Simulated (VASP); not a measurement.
Runs of VASP 6.6.1 on YTi. The structure is that of space group Pm-3m (No. 221), or close to it. The cells are those of the table. 

```csv
cell,gap on the mesh (eV),pressure (GPa)
"a = 3.614 Å, 2 atoms",none,0.9
"a = 3.567 Å, 2 atoms",none,3.4
"a = 3.637 Å, 2 atoms",none,-0.2
"a = 3.518 Å, 2 atoms",none,(a)
```

Alike in all rows: task single point; level PBE; potentials or basis VASP PAW PBE potentials, release 64 (Y_sv, Ti_sv); no spin polarisation; k mesh 8 × 8 × 8; cutoff (eV) 520; smearing fermi-dirac 0.05 eV.

Estimate the missing entries.

(a) 6.4.

A k mesh can miss the band edges, and the runs leave out spin-orbit coupling on Y.

A gap of «none» marks levels without a gap at the run's occupations.
